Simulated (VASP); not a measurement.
# C (Imma) in VASP: further runs, part 2 of 2

VASP 6.6.1. The steps go on from the part before.

## (3) Single point, LDA (atom 1 (C) moved by (-0.225, +0.000) A along x and y)

INCAR reads:

```
PREC = Accurate
ENCUT = 520
EDIFF = 1E-6
ISMEAR = 1
SIGMA = 0.4
LREAL = F
LASPH = T
NELM = 100
ALGO = Normal
ISIF = 2
LWAVE = F
LCHARG = T
GGA = CA
LELF = T
LVHAR = T
NBANDS = 11
```

KPOINTS reads:

```
regular mesh
0
Gamma
  12 12 12
```

POSCAR reads:

```
C
1.0
    0.0000000000      1.7834000000      1.7834000000
    1.7834000000      0.0000000000      1.7834000000
    1.7834000000      1.7834000000      0.0000000000
C
2
Direct
    0.5630817540      0.4369182460      0.4369182460
    0.7500000000      0.7500000000      0.7500000000
```

Potentials or basis: VASP PAW LDA potentials, release 64 (C).

Run with:

```sh
> cat potpaw_LDA.64/C/POTCAR > POTCAR
> mpirun -np 1 vasp_std > vasp.out
```

OUTCAR:

```text
PREC = Accurate
   ENCUT = 520
   EDIFF = 1E-6
   ISMEAR = 1
   LREAL = F
   LASPH = T
   NELM = 100
   ISIF = 2
   GGA = CA

 ion  position               nearest neighbor table
   1  0.563  0.437  0.437-   2 1.43   2 1.43   2 1.68   2 1.68
   2  0.750  0.750  0.750-   1 1.43   1 1.43   1 1.68   1 1.68

  LATTYP: Found a face centered cubic cell.
 ALAT       =     3.5668000000

  Lattice vectors:

 A1 = (   0.0000000000,   1.7834000000,   1.7834000000)
 A2 = (   1.7834000000,   0.0000000000,   1.7834000000)
 A3 = (   1.7834000000,   1.7834000000,   0.0000000000)

Analysis of symmetry for initial positions (statically):
=====================================================================
 Subroutine PRICEL returns:
 Original cell was already a primitive cell.

 Routine SETGRP: Setting up the symmetry group for a
 face centered cubic supercell.

 Subroutine GETGRP returns: Found  8 space group operations
 (whereof  4 operations were pure point group operations)
 out of a pool of 48 trial point group operations.

The static configuration has the point symmetry C_2v.
 The point group associated with its full space group is D_2h.

Analysis of symmetry for dynamics (positions and initial velocities):
[... 174 lines left out ...]
      6      14.4072     -0.00000
      7      18.5910     -0.00000
      8      23.0829      0.00000
      9      28.3358      0.00000
     10      34.6355      0.00000
     11      36.2407      0.00000
[... 309 lines left out ...]
 k-point    24 :       0.3333    0.0833    0.0000
  band No.  band energies     occupation
      1      -9.0006      2.00000
      2       1.9119      2.00000
      3       4.7742      2.00000
      4       8.5612      2.00000
      5      14.8313     -0.00000
      6      18.7524     -0.00000
      7      20.8358      0.00000
      8      23.0584      0.00000
      9      30.9859      0.00000
     10      31.5128      0.00000
     11      34.3603      0.00000

 [... further k-points ...]

------------------------ aborting loop because EDIFF is reached ----------------------------------------

  FORCE on cell =-STRESS in cart. coord.  units (eV):
  Direction    XX          YY          ZZ          XY          YZ          ZX
  --------------------------------------------------------------------------------------
  -------------------------------------------------------------------------------------
  Total       -0.0624645      0.5954791      0.5954791      0.0000000     -0.5765633      0.0000000
  in kB       -8.8220118     84.1009278     84.1009278      0.0000000    -81.4294059      0.0000000
  external PRESSURE =      53.1266146 kB  Pullay stress =       0.0000000 kB

 VOLUME and BASIS-vectors are now :
 -----------------------------------------------------------------------------
  energy-cutoff  :      520.00
  volume of cell :       11.34
      direct lattice vectors                 reciprocal lattice vectors
     0.000000000  1.783400000  1.783400000    -0.280363351  0.280363351  0.280363351
     1.783400000  0.000000000  1.783400000     0.280363351 -0.280363351  0.280363351
     1.783400000  1.783400000  0.000000000     0.280363351  0.280363351 -0.280363351

 POSITION                                       TOTAL-FORCE (eV/Angst)
 -----------------------------------------------------------------------------------
      1.55840      1.78340      1.78340         7.255249     -0.000000     -0.000000
      2.67510      2.67510      2.67510        -7.255249      0.000000      0.000000
 -----------------------------------------------------------------------------------
    total drift:                               -0.000000     -0.000000     -0.000000

  FREE ENERGIE OF THE ION-ELECTRON SYSTEM (eV)
  ---------------------------------------------------
  free  energy   TOTEN  =       -19.3622933039 eV

  energy  without entropy=      -19.3637807697  energy(sigma->0) =      -19.36278913
```

OSZICAR:

```text
N       E                     dE             d eps       ncg     rms          rms(c)
DAV:   1    -0.267929823926E+00   -0.26793E+00   -0.47880E+03  6443   0.697E+02
DAV:   2    -0.198615060685E+02   -0.19594E+02   -0.18797E+02  7818   0.129E+02
DAV:   3    -0.202260268362E+02   -0.36452E+00   -0.36389E+00  7186   0.136E+01
DAV:   4    -0.202266706662E+02   -0.64383E-03   -0.64382E-03  6597   0.731E-01
DAV:   5    -0.202266716185E+02   -0.95232E-06   -0.95132E-06  7004   0.256E-02    0.593E+00
DAV:   6    -0.195823001466E+02    0.64437E+00   -0.36010E-01  6373   0.425E+00    0.342E+00
DAV:   7    -0.193624568945E+02    0.21984E+00   -0.42301E-01  6670   0.462E+00    0.774E-01
DAV:   8    -0.193623334571E+02    0.12344E-03   -0.10780E-02  6589   0.859E-01    0.507E-02
DAV:   9    -0.193622917798E+02    0.41677E-04   -0.86179E-05  6899   0.717E-02    0.293E-02
DAV:  10    -0.193622933994E+02   -0.16196E-05   -0.41849E-06  6865   0.176E-02    0.657E-03
DAV:  11    -0.193622933039E+02    0.95479E-07   -0.23041E-07  3460   0.390E-03
   1 F= -.19362293E+02 E0= -.19362789E+02  d E =0.148747E-02
```

Wall time 11 s (1 thread of Intel Xeon 6975P-C (Granite Rapids), shared host); peak memory 0.13 GiB.

Results:

* Free energy: -19.3623 eV
* Pressure: 5.3 GPa
* Largest force: 7.255 eV/Å
* Band gap on the k mesh: 0.44 eV, indirect (least direct gap 0.57 eV)

Forces in eV/Å, atoms in the order of the input:
```
C    7.255  0.000  0.000
C   -7.255  0.000  0.000
```

Stress tensor (GPa, compression positive):
```
-0.88  0.00  0.00
 0.00  8.41 -8.14
 0.00 -8.14  8.41
```

Levels at points of the mesh, in eV from the valence-band top:
| k point | band 1 | band 2 | band 3 | band 4 | band 5 | band 6 | band 7 | band 8 | band 9 |
| --- | --- | --- | --- | --- | --- | --- | --- | --- | --- |
| (0.00, 0.00, 0.00) | -24.21 | -6.21 | -2.13 | 0.00 | 0.57 | 1.87 | 6.06 | 10.55 | 15.80 |
| (0.50, 0.00, 0.00) | -18.76 | -15.46 | -7.92 | -3.60 | 1.77 | 6.35 | 8.36 | 11.22 | 19.24 |
| (0.00, 0.50, 0.00) | -18.10 | -17.10 | -6.60 | -3.84 | 3.17 | 5.01 | 10.01 | 13.59 | 16.30 |
| (0.50, 0.50, 0.00) | -15.78 | -15.78 | -8.73 | -8.73 | 0.96 | 0.96 | 15.11 | 15.11 | 19.56 |
| (0.00, 0.50, 0.50) | -16.21 | -14.68 | -10.51 | -8.37 | 0.98 | 2.92 | 12.17 | 16.40 | 16.66 |

Caveat: the cell differs from its parent crystal (atom 1 (C) moved by (-0.225, +0.000) A along x and y); forces of over 1 eV/Å act on the atoms, so gaps and moduli don't describe the material at rest.
